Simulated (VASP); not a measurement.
A run of VASP 6.6.1:

INCAR

```
  PREC = Accurate
  ENCUT = 500
  EDIFF = 1E-7
  ISMEAR = -1
  SIGMA = 0.02
  LREAL = F
  LASPH = T
  NELM = 120
  ALGO = Normal
  ISIF = 3
  LWAVE = F
  LCHARG = F
  GGA = PE
  IVDW = 13
  IBRION = 2
  NSW = 80
  EDIFFG = -0.005
  GGA_COMPAT = F
  NELMIN = 4
```

The input KPOINTS:

```
regular mesh
0
Gamma
  2 6 6
```

File POSCAR:

```
SnS
1.0
   11.1924200451      0.0000000000      0.0000000000
    0.0000000000      4.0034842498      0.0000000000
    0.0000000000      0.0000000000      4.2553827389
Sn S
4 4
Direct
    0.1188062245      0.2500000000      0.1094060694
    0.3811937755      0.7500000000      0.6094060694
    0.6188062245      0.2500000000      0.3905939306
    0.8811937755      0.7500000000      0.8905939306
    0.8521793281      0.2500000000      0.4775580052
    0.6478206719      0.7500000000      0.9775580052
    0.3521793281      0.2500000000      0.0224419948
    0.1478206719      0.7500000000      0.5224419948
```

Potentials or basis: VASP PAW PBE potentials, release 64 (Sn_d, S).

Launch:

```bash
$ cat potpaw_PBE.64/Sn_d/POTCAR potpaw_PBE.64/S/POTCAR > POTCAR
$ mpirun -np 1 vasp_std > vasp.out
```

Hardware: 1 thread of Intel(R) Xeon(R) 6975P-C (Granite Rapids), with other jobs on the host.

Estimate the wall time of this run.

Run time: 3.2 min on 1 thread of Intel(R) Xeon(R) 6975P-C (Granite Rapids), with other jobs on the host, peak memory 0.4 GiB. Counts: scf iterations 23, k points 32, ion steps 2.
